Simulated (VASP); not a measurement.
# C (Fd-3m) in VASP: a series of runs

The runs below take C through single point, relaxation of cell and atoms, with LDA.

All numbers are computed with VASP 6.6.1; they aren't measurements. Logs are shortened: lines on timing, memory, paths and dates and some standing lists are left out, and cuts for length are marked.

**1. The cell of the first run**

It takes space group Fd-3m (No. 227, cubic). The conventional cell has a = 3.560 Å, b = 3.560 Å, c = 3.560 Å, α = 90.00°, β = 90.00°, γ = 90.00°. Within 2.1 Å of C (site symmetry -43m) lie 4 C at 1.54 Å.

**2. Single point, LDA**

INCAR reads:

```
PREC = Accurate
ENCUT = 600
EDIFF = 1E-6
ISMEAR = 0
SIGMA = 0.1
LREAL = False
LASPH = True
NELM = 120
ALGO = Normal
ISIF = 2
LWAVE = False
LCHARG = False
GGA = CA
NBANDS = 11
GGA_COMPAT = False
```

KPOINTS reads:

```
regular mesh
0
Gamma
  8 8 8
```

POSCAR reads:

```
C
1.0
    0.0000000000      1.7800000000      1.7800000000
    1.7800000000      0.0000000000      1.7800000000
    1.7800000000      1.7800000000      0.0000000000
C
2
Direct
    0.0000000000      0.0000000000      0.0000000000
    0.2500000000      0.2500000000      0.2500000000
```

Potentials or basis: VASP PAW LDA potentials, release 64 (C).

Started as:

```
$ cat potpaw_LDA.64/C/POTCAR > POTCAR
$ mpirun -np 1 vasp_std > vasp.out
```

OUTCAR:

```text
PREC = Accurate
   ENCUT = 600
   EDIFF = 1E-6
   ISMEAR = 0
   LREAL = False
   LASPH = True
   NELM = 120
   ISIF = 2
   GGA = CA

 ion  position               nearest neighbor table
   1  0.000  0.000  0.000-   2 1.54   2 1.54   2 1.54   2 1.54
   2  0.250  0.250  0.250-   1 1.54   1 1.54   1 1.54   1 1.54

  LATTYP: Found a face centered cubic cell.
 ALAT       =     3.5600000000

  Lattice vectors:

 A1 = (   0.0000000000,   1.7800000000,   1.7800000000)
 A2 = (   1.7800000000,   0.0000000000,   1.7800000000)
 A3 = (   1.7800000000,   1.7800000000,   0.0000000000)

Analysis of symmetry for initial positions (statically):
=====================================================================
 Subroutine PRICEL returns:
 Original cell was already a primitive cell.

 Routine SETGRP: Setting up the symmetry group for a
 face centered cubic supercell.

 Subroutine GETGRP returns: Found 48 space group operations
 (whereof 24 operations were pure point group operations)
 out of a pool of 48 trial point group operations.

The static configuration has the point symmetry T_d .
 The point group associated with its full space group is O_h .

Analysis of symmetry for dynamics (positions and initial velocities):
=====================================================================
 Subroutine PRICEL returns:
 Original cell was already a primitive cell.

 Routine SETGRP: Setting up the symmetry group for a
 face centered cubic supercell.

 Subroutine GETGRP returns: Found 48 space group operations
 (whereof 24 operations were pure point group operations)
 out of a pool of 48 trial point group operations.

The dynamic configuration has the point symmetry T_d .
 The point group associated with its full space group is O_h .

 Subroutine INISYM returns: Found 48 space group operations
 (whereof 24 operations are pure point group operations),
 and found     1 'primitive' translations

----------------------------------------------------------------------------------------

                                     Primitive cell

  volume of cell :      11.2795

  direct lattice vectors                    reciprocal lattice vectors
     0.000000000  1.780000000  1.780000000    -0.280898876  0.280898876  0.280898876
     1.780000000  0.000000000  1.780000000     0.280898876 -0.280898876  0.280898876
     1.780000000  1.780000000  0.000000000     0.280898876  0.280898876 -0.280898876

  length of vectors
     2.517300141  2.517300141  2.517300141     0.486531126  0.486531126  0.486531126

  position of ions in fractional coordinates (direct lattice)
     0.000000000  0.000000000  0.000000000
     0.250000000  0.250000000  0.250000000

  ion indices of the primitive-cell ions
   primitive index   ion index
                 1           1
                 2           2

----------------------------------------------------------------------------------------

 KPOINTS: regular mesh

Automatic generation of k-mesh.
 Grid dimensions read from file:
 generate k-points for:    8    8    8

 Generating k-lattice:

  Cartesian coordinates                     Fractional coordinates (reciprocal lattice)
    -0.035112360  0.035112360  0.035112360     0.125000000  0.000000000  0.000000000
     0.035112360 -0.035112360  0.035112360     0.000000000  0.125000000  0.000000000
     0.035112360  0.035112360 -0.035112360     0.000000000  0.000000000  0.125000000

  Length of vectors
     0.060816391  0.060816391  0.060816391

  Shift w.r.t. Gamma in fractional coordinates (k-lattice)
     0.000000000  0.000000000  0.000000000

 Subroutine IBZKPT returns following result:
 ===========================================

 Found     29 irreducible k-points:

 Following reciprocal coordinates:
            Coordinates               Weight
  0.000000  0.000000  0.000000      1.000000
  0.125000  0.000000  0.000000      8.000000
  0.250000  0.000000  0.000000      8.000000
  0.375000  0.000000  0.000000      8.000000
  0.500000  0.000000  0.000000      4.000000
  0.125000  0.125000  0.000000      6.000000
[... 16 lines left out ...]
  0.500000  0.250000  0.125000     48.000000
 -0.375000  0.250000  0.125000     24.000000
 [... further k-points ...]
   k-points           NKPTS =     29   k-points in BZ     NKDIM =     29   number of bands    NBANDS=     11
   number of dos      NEDOS =    301   number of ions     NIONS =      2
   total plane-waves  NPLWV =   8000
   dimension x,y,z NGX =    20 NGY =   20 NGZ =   20
   dimension x,y,z NGXF=    40 NGYF=   40 NGZF=   40
   ions per type =               2
   NGX,Y,Z   is equivalent  to a cutoff of  13.21, 13.21, 13.21 a.u.
   NGXF,Y,Z  is equivalent  to a cutoff of  26.42, 26.42, 26.42 a.u.
 SYSTEM =  unknown system
   PREC   = accura    normal or accurate (medium, high low for compatibility)
   ISTART =      0    job   : 0-new  1-cont  2-samecut
   ICHARG =      2    charge: 1-file 2-atom 10-const
   ISPIN  =      1    spin polarized calculation?
[... 64 lines left out ...]
      3       9.8056      2.00000
      4       9.8056      2.00000
      5      15.3642      0.00000
      6      15.3642      0.00000
      7      15.3642      0.00000
      8      23.4912      0.00000
      9      28.8843      0.00000
     10      36.5004      0.00000
     11      36.5004      0.00000

 k-point     2 :       0.1250    0.0000    0.0000
  band No.  band energies     occupation
      1     -11.1549      2.00000
      2       7.4060      2.00000
      3       9.1509      2.00000
      4       9.1509      2.00000
      5      16.2225      0.00000
      6      16.2225      0.00000
      7      16.6766      0.00000
      8      23.7734      0.00000
      9      29.5129      0.00000
     10      33.2733      0.00000
     11      33.2733      0.00000

 k-point     3 :       0.2500    0.0000    0.0000
  band No.  band energies     occupation
      1      -9.8673      2.00000
      2       3.2442      2.00000
      3       8.0562      2.00000
      4       8.0562      2.00000
      5      17.5568      0.00000
      6      17.5568      0.00000
      7      18.0506      0.00000
      8      24.4850      0.00000
      9      30.2754      0.00000
     10      32.1696      0.00000
     11      32.1696      0.00000

 k-point     4 :       0.3750    0.0000    0.0000
  band No.  band energies     occupation
      1      -7.7860      2.00000
      2      -0.8432      2.00000
      3       7.2743      2.00000
      4       7.2743      2.00000
      5      18.1427      0.00000
      6      18.1427      0.00000
      7      18.7060      0.00000
      8      25.0982      0.00000
      9      30.7436      0.00000
     10      33.7515      0.00000
     11      33.7515      0.00000

 k-point     5 :       0.5000    0.0000    0.0000
  band No.  band energies     occupation
      1      -5.7153      2.00000
      2      -3.6170      2.00000
      3       7.0024      2.00000
      4       7.0024      2.00000
      5      18.2120      0.00000
      6      18.2120      0.00000
      7      18.8948      0.00000
      8      25.2613      0.00000
      9      31.4013      0.00000
     10      33.8249      0.00000
     11      35.6354      0.00000
[... 211 lines left out ...]
 k-point    21 :       0.5000    0.5000    0.0000
  band No.  band energies     occupation
      1      -2.8436      2.00000
      2      -2.8436      2.00000
      3       3.4802      2.00000
      4       3.4802      2.00000
      5      14.5240      0.00000
      6      14.5240      0.00000
      7      26.5135      0.00000
      8      26.5135      0.00000
      9      32.8282      0.00000
     10      32.8282      0.00000
     11      42.0479      0.00000

 k-point    22 :       0.3750    0.2500    0.1250
  band No.  band energies     occupation
      1      -8.7375      2.00000
      2       3.3688      2.00000
      3       4.2836      2.00000
      4       6.9248      2.00000
      5      16.3562      0.00000
      6      19.8124      0.00000
      7      21.3385      0.00000
      8      21.5818      0.00000
      9      30.4792      0.00000
     10      31.0917      0.00000
     11      35.4170      0.00000

 k-point    23 :       0.5000    0.2500    0.1250
  band No.  band energies     occupation
      1      -6.6966      2.00000
      2       0.0058      2.00000
      3       3.5415      2.00000
      4       5.7125      2.00000
      5      17.7229      0.00000
      6      19.4137      0.00000
      7      22.2656      0.00000
      8      23.0818      0.00000
      9      29.7342      0.00000
     10      32.0343      0.00000
     11      35.7844      0.00000

 k-point    24 :      -0.3750    0.2500    0.1250
  band No.  band energies     occupation
      1      -4.7094      2.00000
      2      -2.5792      2.00000
      3       3.5227      2.00000
      4       5.0915      2.00000
      5      17.9972      0.00000
      6      19.3057      0.00000
      7      22.9165      0.00000
      8      24.5880      0.00000
      9      27.9095      0.00000
     10      33.5243      0.00000
     11      36.0235      0.00000

 [... further k-points ...]

------------------------ aborting loop because EDIFF is reached ----------------------------------------

  FORCE on cell =-STRESS in cart. coord.  units (eV):
  Direction    XX          YY          ZZ          XY          YZ          ZX
  --------------------------------------------------------------------------------------
  -------------------------------------------------------------------------------------
  Total       -0.6999227     -0.6999227     -0.6999227      0.0000000      0.0000000      0.0000000
  in kB      -99.4192924    -99.4192924    -99.4192924      0.0000000      0.0000000      0.0000000
  external PRESSURE =     -99.4192924 kB  Pullay stress =       0.0000000 kB

 VOLUME and BASIS-vectors are now :
 -----------------------------------------------------------------------------
  energy-cutoff  :      600.00
  volume of cell :       11.28
      direct lattice vectors                 reciprocal lattice vectors
     0.000000000  1.780000000  1.780000000    -0.280898876  0.280898876  0.280898876
     1.780000000  0.000000000  1.780000000     0.280898876 -0.280898876  0.280898876
     1.780000000  1.780000000  0.000000000     0.280898876  0.280898876 -0.280898876

 POSITION                                       TOTAL-FORCE (eV/Angst)
 -----------------------------------------------------------------------------------
      0.00000      0.00000      0.00000        -0.000000     -0.000000     -0.000000
      0.89000      0.89000      0.89000         0.000000      0.000000      0.000000
 -----------------------------------------------------------------------------------
    total drift:                                0.000000      0.000000      0.000000

  FREE ENERGIE OF THE ION-ELECTRON SYSTEM (eV)
  ---------------------------------------------------
  free  energy   TOTEN  =       -20.2448497272 eV

  energy  without entropy=      -20.2448497272  energy(sigma->0) =      -20.24484973
```

Wall time 6.3 s (1 thread of AMD EPYC 7R13, shared host); peak memory 0.08 GiB.

Results:

| Quantity | Value |
| --- | --- |
| Free energy | -20.2448 eV |
| Pressure | -9.9 GPa |
| Band gap on the k mesh | 4.11 eV, indirect (least direct gap 5.56 eV) |

A k mesh can miss the band edges. Expect the measured gap to be larger: semilocal functionals such as LDA lack the derivative discontinuity.

**3. Single point, LDA**

This run uses another cell than the first one, of 5.51 Å³/atom, 0.977 times its volume.

INCAR reads:

```
ALGO     = Normal         # electronic algorithm
EDIFF    = 1E-6           # SCF threshold, eV
ENCUT    = 600            # plane-wave cutoff, eV
GGA      = CA             # functional
GGA_COMPAT= False        
ISIF     = 2              # what is computed and relaxed
ISMEAR   = 0              # smearing method
LASPH    = True           # aspherical terms in the spheres
LCHARG   = False          # write CHGCAR
LREAL    = False          # projectors in reciprocal space
LWAVE    = False          # write WAVECAR
NBANDS   = 11             # bands
NELM     = 120            # most SCF steps
PREC     = Accurate       # precision mode
SIGMA    = 0.1            # smearing width, eV
```

KPOINTS reads:

```
k-points
0
Gamma
  10 10 10
```

POSCAR reads:

```
C
1.0
    0.0000000000      1.7660705302      1.7660705302
    1.7660705302      0.0000000000      1.7660705302
    1.7660705302      1.7660705302      0.0000000000
C
2
Direct
    0.0000000000      0.0000000000      0.0000000000
    0.2500000000      0.2500000000      0.2500000000
```

Potentials or basis: VASP PAW LDA potentials, release 64 (C).

Started as:

```
$ cat potpaw_LDA.64/C/POTCAR > POTCAR
$ mpirun -np 1 vasp_std > vasp.out
```

Run time: 11 s. Hardware: 1 thread of AMD EPYC 7R13, shared host; peak memory 0.08 GiB.

Results (log left out):

| Item | Value |
| --- | --- |
| Free energy | -20.2520 eV |
| Pressure | 0.7 GPa |
| Band gap on the k mesh | 4.20 eV, indirect (least direct gap 5.63 eV) |

Levels at points of the mesh, in eV from the valence-band top:
```csv
k point,band 1,band 2,band 3,band 4,band 5,band 6,band 7,band 8,band 9
"(0.00, 0.00, 0.00)",-21.71,0.00,0.00,0.00,5.63,5.63,5.63,14.23,19.39
"(0.50, 0.00, 0.00)",-15.70,-13.69,-2.86,-2.86,8.51,8.51,9.42,15.67,21.95
"(0.50, 0.50, 0.00)",-12.82,-12.82,-6.47,-6.47,4.77,4.77,17.07,17.07,23.47
```

A k mesh can miss the band edges.

**4. Single point, LDA**

This run uses another cell than the first one, of 5.51 Å³/atom, 0.976 times its volume.

INCAR reads:

```
ALGO     = Normal         # electronic algorithm
EDIFF    = 1E-6           # SCF threshold, eV
ENCUT    = 600            # plane-wave cutoff, eV
GGA      = CA             # functional
GGA_COMPAT= F            
ISIF     = 2              # what is computed and relaxed
ISMEAR   = 0              # smearing method
LASPH    = T              # aspherical terms in the spheres
LCHARG   = F              # write CHGCAR
LREAL    = F              # projectors in reciprocal space
LWAVE    = F              # write WAVECAR
NBANDS   = 11             # bands
NELM     = 120            # most SCF steps
PREC     = Accurate       # precision mode
SIGMA    = 0.02           # smearing width, eV
```

KPOINTS reads:

```
k-points
0
Gamma
  12 12 12
```

POSCAR reads:

```
C
1.0
    0.0000000000      1.7658692102      1.7658692102
    1.7658692102      0.0000000000      1.7658692102
    1.7658692102      1.7658692102      0.0000000000
C
2
Direct
    0.0000000000      0.0000000000      0.0000000000
    0.2500000000      0.2500000000      0.2500000000
```

Started as:

```
$ cat potpaw_LDA.64/C/POTCAR > POTCAR
$ mpirun -np 1 vasp_std > vasp.out
```

Run time: 14 s. Hardware: 1 thread of AMD EPYC 7R13, shared host; peak memory 0.09 GiB.

It converged, with:

| Item | Value |
| --- | --- |
| Free energy | -20.2521 eV |
| Pressure | 0.8 GPa |
| Band gap on the k mesh | 4.20 eV, indirect (least direct gap 5.63 eV) |

Levels at points of the mesh, in eV from the valence-band top:
```
           k point  band 1  band 2  band 3  band 4  band 5  band 6  band 7  band 8
(0.00, 0.00, 0.00)  -21.72    0.00    0.00    0.00    5.63    5.63    5.63   14.24
(0.50, 0.00, 0.00)  -15.70  -13.69   -2.87   -2.87    8.51    8.51    9.42   15.67
(0.50, 0.50, 0.00)  -12.82  -12.82   -6.47   -6.47    4.77    4.77   17.08   17.08
```

A k mesh can miss the band edges.

**5. Relaxation of cell and atoms, LDA**

This run uses another cell than the first one, of 5.51 Å³/atom, 0.977 times its volume.

INCAR reads:

```
SYSTEM = C
PREC = Accurate
ENCUT = 600
EDIFF = 1E-7
ISMEAR = 0
SIGMA = 0.02
LREAL = .False.
LASPH = .True.
NELM = 120
ALGO = Normal
ISIF = 3
LWAVE = .False.
LCHARG = .False.
GGA = CA
IBRION = 2
NSW = 100
EDIFFG = -0.002
GGA_COMPAT = .False.
NELMIN = 4
```

KPOINTS reads:

```
Automatic mesh
0
Gamma
  12 12 12
  0 0 0
```

POSCAR reads:

```
C
1.0
    0.0000000000      1.7660705302      1.7660705302
    1.7660705302      0.0000000000      1.7660705302
    1.7660705302      1.7660705302      0.0000000000
C
2
Direct
    0.0000000000      0.0000000000      0.0000000000
    0.2500000000      0.2500000000      0.2500000000
```

Started as:

```
$ cat potpaw_LDA.64/C/POTCAR > POTCAR
$ mpirun -np 1 vasp_std > vasp.out
```

Run time: 16 s. Hardware: 1 thread of AMD EPYC 7R13, shared host; peak memory 0.08 GiB.

The run converged. Its results:

* Free energy: -20.2521 eV
* Relaxed volume: 5.52 Å³/atom
* Relaxed cell: a = 2.499 Å, b = 2.499 Å, c = 2.499 Å, α = 60.00°, β = 60.00°, γ = 60.00°
* Space group after relaxing (to 0.05 Å): Fd-3m (No. 227)
* Energy gained by relaxing: 0.0 meV/atom
* Ionic steps: 3
* Pressure after relaxing: 0.0 GPa
* Band gap on the k mesh: 4.19 eV, indirect (least direct gap 5.62 eV)

Final structure:
```yaml
crystal:
  lattice:
    - [0.00000, 1.76692, 1.76692]
    - [1.76692, 0.00000, 1.76692]
    - [1.76692, 1.76692, 0.00000]
  atoms:
    - { symbol: C, position: [0.00000, 0.00000, 0.00000] }
    - { symbol: C, position: [0.25000, 0.25000, 0.25000] }
```

Levels at points of the mesh, in eV from the valence-band top:
| k point | band 1 | band 2 | band 3 | band 4 | band 5 | band 6 | band 7 | band 8 |
| --- | --- | --- | --- | --- | --- | --- | --- | --- |
| (0.00, 0.00, 0.00) | -21.69 | 0.00 | 0.00 | 0.00 | 5.62 | 5.62 | 5.62 | 14.20 |
| (0.50, 0.00, 0.00) | -15.69 | -13.67 | -2.86 | -2.86 | 8.50 | 8.50 | 9.40 | 15.66 |
| (0.50, 0.50, 0.00) | -12.81 | -12.81 | -6.46 | -6.46 | 4.77 | 4.77 | 17.05 | 17.05 |

A k mesh can miss the band edges. LDA gaps usually lie below the measured ones, often by a third to a half.

**6. Summary**

| task | cell | k mesh | smearing | gap on the mesh (eV) | pressure (GPa) |
| --- | --- | --- | --- | --- | --- |
| single point | a = 2.517 Å, angles 60.0°, 2 atoms | 8 × 8 × 8 | gaussian 0.1 eV | 4.11 | -9.9 |
| single point | a = 2.498 Å, angles 60.0°, 2 atoms | 10 × 10 × 10 | gaussian 0.1 eV | 4.20 | 0.7 |
| single point | a = 2.497 Å, angles 60.0°, 2 atoms | 12 × 12 × 12 | gaussian 0.02 eV | 4.20 | 0.8 |
| relaxation of cell and atoms | relaxed from a = 2.498 Å, angles 60.0°, 2 atoms | 12 × 12 × 12 | gaussian 0.02 eV | 4.19 | 0.0 |

Alike in all rows: level LDA; potentials or basis VASP PAW LDA potentials, release 64 (C); no spin polarisation; cutoff (eV) 600.

Absolute energies hang on the potentials; compare differences alone.
